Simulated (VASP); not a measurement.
**LiNbO3: single point with PBE**

LiNbO3:

```
CELL_PARAMETERS angstrom
2.55596 1.47568 4.80060
-2.55596 1.47568 4.80060
0.00000 -2.95137 4.80060
ATOMIC_POSITIONS crystal
Li 0.25000 0.25000 0.25000
Li 0.75000 0.75000 0.75000
Nb 0.00000 0.00000 0.00000
Nb 0.50000 0.50000 0.50000
O 0.12076 0.37924 0.75000
O 0.75000 0.12076 0.37924
O 0.37924 0.75000 0.12076
O 0.87924 0.62076 0.25000
O 0.25000 0.87924 0.62076
O 0.62076 0.25000 0.87924
```

This cell differs from its parent crystal: atoms shifted along a free coordinate, c/a of the conventional cell at fixed volume 2.8173.

- Program: VASP 6.6.1
- Task: single point
- Functional: PBE
- Potentials or basis: VASP PAW PBE potentials, release 64 (Li_sv, Nb_sv, O)
- Cutoff: 520 eV
- k mesh: 6 × 6 × 6
- Occupations: gaussian, width 0.05 eV
- Spin: no spin polarisation
- Dipole correction: no
- Further INCAR settings: ALGO = Normal; EDIFF = 1e-07; NBANDS = 45

The largest force is 0.402 eV/Å. The band gap on the k mesh is 2.39 eV (least direct gap 2.50 eV).

Forces on the atoms (eV/Å):
```
Li   0.000  0.000  0.000
Li   0.000  0.000  0.000
Nb   0.000  0.000  0.000
Nb   0.000  0.000  0.000
O    0.402  0.000  0.000
O   -0.201  0.348  0.000
O   -0.201 -0.348  0.000
O   -0.402  0.000  0.000
O    0.201 -0.348  0.000
O    0.201  0.348  0.000
```

Levels at points of the mesh, in eV from the valence-band top:
```csv
k point,band 31,band 32,band 33,band 34,band 35,band 36,band 37,band 38
"(0.00, 0.00, 0.00)",-0.26,-0.17,-0.07,-0.07,2.43,2.43,2.79,4.33
"(0.50, 0.00, 0.00)",-0.33,-0.33,-0.23,-0.23,3.85,3.85,3.92,3.92
"(0.50, 0.50, 0.00)",-0.96,-0.46,-0.38,-0.28,2.39,3.34,3.68,4.03
"(0.50, 0.50, 0.50)",-0.19,-0.19,-0.19,-0.19,4.18,4.18,4.19,4.19
```

Wall time 110 s on 1 thread of Intel(R) Xeon(R) 6975P-C (Granite Rapids), with other jobs on the host, peak memory 0.32 GiB.

 A k mesh can miss the band edges.
